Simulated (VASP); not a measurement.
# SiC (F-43m) in VASP: single point with PBEsol

Aim: the single point of SiC with PBEsol.

Program: VASP 6.6.1. These are calculated values, not measurements. Logs are shortened: lines on timing, memory, paths and dates and some standing lists are left out, and cuts for length are marked.

### Step 1. The cell of the first run

It takes space group F-43m (No. 216, cubic). The conventional cell has a = 4.358 Å, b = 4.358 Å, c = 4.358 Å, α = 90.00°, β = 90.00°, γ = 90.00°. Within 2.5 Å of Si (site symmetry -43m) lie 4 C at 1.89 Å. C (site symmetry -43m) has 4 Si at 1.89 Å within 2.5 Å.

### Step 2. Single point, PBEsol

Contents of POSCAR:

```
SiC
1.0
    0.0000000000      2.1790000000      2.1790000000
    2.1790000000      0.0000000000      2.1790000000
    2.1790000000      2.1790000000      0.0000000000
Si C
1 1
Direct
    0.0000000000      0.0000000000      0.0000000000
    0.7500000000      0.7500000000      0.7500000000
```

Contents of INCAR.step1:

```
  PREC = Accurate
  ENCUT = 520
  EDIFF = 1E-6
  ISMEAR = 0
  SIGMA = 0.01
  LREAL = False
  LASPH = True
  NELM = 120
  ALGO = Normal
  ISIF = 2
  LWAVE = False
  LCHARG = True
  GGA = PS
  NBANDS = 11
  GGA_COMPAT = False
  NEDOS = 2001
  LORBIT = 11
```

Contents of KPOINTS.step1:

```
Automatic mesh
0
Gamma
  8 8 8
```

Contents of INCAR.step2:

```
  PREC = Accurate
  ENCUT = 520
  EDIFF = 1E-6
  ISMEAR = -5
  SIGMA = 0.01
  LREAL = False
  LASPH = True
  NELM = 120
  ALGO = Normal
  ISIF = 2
  LWAVE = False
  LCHARG = False
  GGA = PS
  LORBIT = 11
  NEDOS = 2001
  ICHARG = 11
  GGA_COMPAT = False
```

Contents of KPOINTS.step2:

```
Automatic mesh
0
Gamma
  12 12 12
```

Potentials or basis: VASP PAW PBE potentials, release 64 (Si, C).

Started as:

```bash
$ cat potpaw_PBE.64/Si/POTCAR potpaw_PBE.64/C/POTCAR > POTCAR
$ cp INCAR.step1 INCAR
$ cp KPOINTS.step1 KPOINTS
$ mpirun -np 1 vasp_std > vasp.out
$ cp INCAR.step2 INCAR
$ cp KPOINTS.step2 KPOINTS
$ mpirun -np 1 vasp_std > vasp.out
```

OUTCAR:

```text
PREC = Accurate
   ENCUT = 520
   EDIFF = 1E-6
   ISMEAR = -5
   LREAL = False
   LASPH = True
   NELM = 120
   ISIF = 2
   GGA = PS
   LORBIT = 11
   ICHARG = 11

 ion  position               nearest neighbor table
   1  0.000  0.000  0.000-   2 1.89   2 1.89   2 1.89   2 1.89
   2  0.750  0.750  0.750-   1 1.89   1 1.89   1 1.89   1 1.89

  LATTYP: Found a face centered cubic cell.
 ALAT       =     4.3580000000

  Lattice vectors:

 A1 = (   0.0000000000,   2.1790000000,   2.1790000000)
 A2 = (   2.1790000000,   0.0000000000,   2.1790000000)
 A3 = (   2.1790000000,   2.1790000000,   0.0000000000)

Analysis of symmetry for initial positions (statically):
=====================================================================
 Subroutine PRICEL returns:
 Original cell was already a primitive cell.

 Routine SETGRP: Setting up the symmetry group for a
 face centered cubic supercell.

 Subroutine GETGRP returns: Found 24 space group operations
 (whereof 24 operations were pure point group operations)
 out of a pool of 48 trial point group operations.

The static configuration has the point symmetry T_d .

Analysis of symmetry for dynamics (positions and initial velocities):
=====================================================================
 Subroutine PRICEL returns:
 Original cell was already a primitive cell.

 Routine SETGRP: Setting up the symmetry group for a
 face centered cubic supercell.

 Subroutine GETGRP returns: Found 24 space group operations
 (whereof 24 operations were pure point group operations)
 out of a pool of 48 trial point group operations.

The dynamic configuration has the point symmetry T_d .

 Subroutine INISYM returns: Found 24 space group operations
 (whereof 24 operations are pure point group operations),
 and found     1 'primitive' translations

----------------------------------------------------------------------------------------

                                     Primitive cell

  volume of cell :      20.6920

  direct lattice vectors                    reciprocal lattice vectors
     0.000000000  2.179000000  2.179000000    -0.229463056  0.229463056  0.229463056
     2.179000000  0.000000000  2.179000000     0.229463056 -0.229463056  0.229463056
     2.179000000  2.179000000  0.000000000     0.229463056  0.229463056 -0.229463056

  length of vectors
     3.081571352  3.081571352  3.081571352     0.397441672  0.397441672  0.397441672

  position of ions in fractional coordinates (direct lattice)
     0.000000000  0.000000000  0.000000000
     0.750000000  0.750000000  0.750000000

  ion indices of the primitive-cell ions
   primitive index   ion index
                 1           1
                 2           2

----------------------------------------------------------------------------------------

 KPOINTS: Automatic mesh

Automatic generation of k-mesh.
 Grid dimensions read from file:
 generate k-points for:   12   12   12

 Generating k-lattice:

  Cartesian coordinates                     Fractional coordinates (reciprocal lattice)
    -0.019121921  0.019121921  0.019121921     0.083333333  0.000000000  0.000000000
     0.019121921 -0.019121921  0.019121921     0.000000000  0.083333333  0.000000000
     0.019121921  0.019121921 -0.019121921     0.000000000  0.000000000  0.083333333

  Length of vectors
     0.033120139  0.033120139  0.033120139

  Shift w.r.t. Gamma in fractional coordinates (k-lattice)
     0.000000000  0.000000000  0.000000000

 TETIRR: Found    247 inequivalent tetrahedra from    10368

 Subroutine IBZKPT returns following result:
 ===========================================

 Found     72 irreducible k-points:

 Following reciprocal coordinates:
            Coordinates               Weight
  0.000000  0.000000  0.000000      1.000000
  0.083333  0.000000  0.000000      8.000000
  0.166667  0.000000  0.000000      8.000000
  0.250000  0.000000  0.000000      8.000000
  0.333333  0.000000  0.000000      8.000000
  0.416667  0.000000  0.000000      8.000000
[... 16 lines left out ...]
  0.500000  0.166667  0.000000     24.000000
 -0.416667  0.166667  0.000000     24.000000
 [... further k-points ...]
   k-points           NKPTS =     72   k-points in BZ     NKDIM =     72   number of bands    NBANDS=      8
   number of dos      NEDOS =   2001   number of ions     NIONS =      2
   total plane-waves  NPLWV =  13824
   dimension x,y,z NGX =    24 NGY =   24 NGZ =   24
   dimension x,y,z NGXF=    48 NGYF=   48 NGZF=   48
   ions per type =               1   1
   NGX,Y,Z   is equivalent  to a cutoff of  12.95, 12.95, 12.95 a.u.
   NGXF,Y,Z  is equivalent  to a cutoff of  25.90, 25.90, 25.90 a.u.
 SYSTEM =  unknown system
   PREC   = accura    normal or accurate (medium, high low for compatibility)
   ISTART =      0    job   : 0-new  1-cont  2-samecut
   ICHARG =     11    charge: 1-file 2-atom 10-const
   ISPIN  =      1    spin polarized calculation?
   LNONCOLLINEAR =      F non collinear calculations
   LSORBIT =      F    spin-orbit coupling
   LASPH  =      T    aspherical Exc in radial PAW
   ENCUT  =  520.0 eV  38.22 Ry    6.18 a.u.   5.73  5.73  5.73*2*pi/ulx,y,z
   NELM   =    120;   NELMIN=  2; NELMDL=  0     # of ELM steps
   EDIFF  = 0.1E-05   stopping-criterion for ELM
   LREAL  =      F    real-space projection
   EDIFFG = 0.1E-04   stopping-criterion for IOM
   NSW    =      0    number of steps for IOM
   IBRION =     -1    ionic relax: 0-MD 1-quasi-New 2-CG
   NFREE  =      0    steps in history (QN), initial steepest desc. (CG)
   ISIF   =      2    stress and relaxation
   ISYM   =      2    0-nonsym 1-usesym 2-fastsym
   POTIM  = 0.5000    time-step for ionic-motion
   TEBEG  =    0.0;   TEEND  =   0.0 temperature during run
   PSTRESS=    0.0 pullay stress
   NELECT =       8.0000    total number of electrons
   NUPDOWN=      -1.0000    fix difference up-down
   EMIN   =  10.00;   EMAX   =-10.00  energy-range for DOS
   EFERMI =   0.00;   METHOD = LEGACY
   ISMEAR =    -5;   SIGMA  =   0.01  broadening in eV -4-tet -1-fermi 0-gaus
   EFERMI_NEDOS =   21; number of points for ismear=-14 and -15
   IALGO  =     38    algorithm
   IMIX   =      4    mixing-type and parameters
     AMIX     =   0.40;   BMIX     =  1.00
     AMIX_MAG =   1.60;   BMIX_MAG =  1.00
  volume/ion in A,a.u.               =      10.35        69.82
  Fermi-wavevector in a.u.,A,eV,Ry     =   1.192626  2.253736 19.352338  1.422357
  Thomas-Fermi vector in A             =   2.328660
   LORBIT       =     11    0 simple, 1 ext, 2 COOP (PROOUT), +10 PAW based schemes
   GGA     = PS    functional components
   LHFCALC =     F    Hartree Fock is set to
   AEXX    =    0.0000 exact exchange contribution
   IVDW    =     0    specifies the selected vdW correction
   LEPSILON=     F    determine dielectric tensor
   LRPA    =     F    only Hartree local field effects (RPA)
 non-spin polarized calculation
 Fermi weights with tetrahedron method with Bloechl corrections
  energy-cutoff  :      520.00
  volume of cell :       20.69
 maximum number of plane-waves:       568

 number of electron       8.0000001 magnetization

 Free energy of the ion-electron system (eV)
  ---------------------------------------------------
  ext. energy  EPLUGINS =         0.00000000
  ---------------------------------------------------
  free energy    TOTEN  =       -15.91512997 eV

  energy without entropy =      -15.91512997  energy(sigma->0) =      -15.91512997

 E-fermi :   8.0687     XC(G=0): -11.5046

 val. band max:        8.0576661299   @ k =   0.0000   0.0000   0.0000
 cond. band min:       9.2905059626   @ k =   0.5000   0.5000   0.0000
 fundamental gap:      1.2328398327
 Fermi energy:         8.0687168588

 k-point     1 :       0.0000    0.0000    0.0000
  band No.  band energies     occupation
      1      -7.3670      2.00000
      2       8.0577      2.00000
      3       8.0577      2.00000
      4       8.0577      2.00000
      5      14.2446      0.00000
      6      15.2992      0.00000
      7      15.2992      0.00000
      8      15.2992      0.00000

 k-point     2 :       0.0833    0.0000    0.0000
  band No.  band energies     occupation
      1      -7.2306      2.00000
      2       7.3259      2.00000
      3       7.9619      2.00000
      4       7.9619      2.00000
      5      14.4776      0.00000
      6      15.4569      0.00000
      7      15.4759      0.00000
      8      15.4759      0.00000

 k-point     3 :       0.1667    0.0000    0.0000
  band No.  band energies     occupation
      1      -6.8254      2.00000
      2       5.6732      2.00000
      3       7.7254      2.00000
      4       7.7254      2.00000
      5      14.3369      0.00000
      6      15.8180      0.00000
      7      15.8180      0.00000
      8      16.3505      0.00000

 k-point     4 :       0.2500    0.0000    0.0000
  band No.  band energies     occupation
      1      -6.1656      2.00000
      2       3.7421      2.00000
      3       7.4481      2.00000
      4       7.4481      2.00000
      5      13.9819      0.00000
      6      15.8944      0.00000
      7      15.8944      0.00000
      8      17.3332      0.00000

 k-point     5 :       0.3333    0.0000    0.0000
  band No.  band energies     occupation
      1      -5.2889      2.00000
      2       1.8486      2.00000
      3       7.2098      2.00000
      4       7.2098      2.00000
      5      13.6803      0.00000
      6      15.6203      0.00000
      7      15.6203      0.00000
      8      17.8696      0.00000
[... 177 lines left out ...]
 k-point    22 :       0.4167    0.1667    0.0000
  band No.  band energies     occupation
      1      -4.5184      2.00000
      2       1.5771      2.00000
      3       5.7256      2.00000
      4       6.2108      2.00000
      5      12.7368      0.00000
      6      15.8905      0.00000
      7      17.2779      0.00000
      8      17.4738      0.00000

 k-point    23 :       0.5000    0.1667    0.0000
  band No.  band energies     occupation
      1      -3.6245      2.00000
      2       0.2372      2.00000
      3       5.2640      2.00000
      4       6.2937      2.00000
      5      12.7913      0.00000
      6      15.8058      0.00000
      7      16.8386      0.00000
      8      18.6263      0.00000

 k-point    24 :      -0.4167    0.1667    0.0000
  band No.  band energies     occupation
      1      -3.4390      2.00000
      2      -0.0077      2.00000
      3       4.9472      2.00000
      4       6.5357      2.00000
      5      13.1015      0.00000
      6      15.7116      0.00000
      7      16.5184      0.00000
      8      19.1606      0.00000

 [... further k-points ...]
[... 5 lines left out ...]
  --------------------------------------------------------------------------------------
  -------------------------------------------------------------------------------------
  Total        0.0175894      0.0175894      0.0175894     -0.0000000      0.0000000     -0.0000000
  in kB        1.3619471      1.3619471      1.3619471     -0.0000000      0.0000000     -0.0000000
  external PRESSURE =       1.3619471 kB  Pullay stress =       0.0000000 kB

 VOLUME and BASIS-vectors are now :
 -----------------------------------------------------------------------------
  energy-cutoff  :      520.00
  volume of cell :       20.69
      direct lattice vectors                 reciprocal lattice vectors
     0.000000000  2.179000000  2.179000000    -0.229463056  0.229463056  0.229463056
     2.179000000  0.000000000  2.179000000     0.229463056 -0.229463056  0.229463056
     2.179000000  2.179000000  0.000000000     0.229463056  0.229463056 -0.229463056

 POSITION                                       TOTAL-FORCE (eV/Angst)
 -----------------------------------------------------------------------------------
      0.00000      0.00000      0.00000         0.000000      0.000000     -0.000000
      3.26850      3.26850      3.26850        -0.000000     -0.000000      0.000000
 -----------------------------------------------------------------------------------
    total drift:                               -0.000000     -0.000000     -0.000000

  FREE ENERGIE OF THE ION-ELECTRON SYSTEM (eV)
  ---------------------------------------------------
  free  energy   TOTEN  =       -15.9151299718 eV

  energy  without entropy=      -15.9151299718  energy(sigma->0) =      -15.91512997

 total charge

# of ion       s       p       d       tot
------------------------------------------
    1        0.709   0.973   0.000   1.682
    2        0.833   1.699   0.000   2.532
--------------------------------------------------
tot          1.541   2.672   0.000   4.214
```

It took 5.1 s on 1 thread of Intel Xeon 6975P-C (Granite Rapids), shared host; peak memory 0.13 GiB.

Results:

| Property | Result |
| --- | --- |
| Valence electrons inside the program's atomic spheres | Si 1.68; C 2.53 |

Levels at points of the mesh, in eV from the valence-band top:
```tsv
k point	band 2	band 3	band 4	band 5	band 6	band 7
(0.00, 0.00, 0.00)	0.00	0.00	0.00	6.19	7.24	7.24
(0.50, 0.00, 0.00)	-8.60	-1.06	-1.06	5.37	7.14	7.14
(0.50, 0.50, 0.00)	-7.83	-3.21	-3.21	1.23	4.20	13.95
```

Caveat: the PAW data sets were made with another functional, which shifts forces and pressure a little.
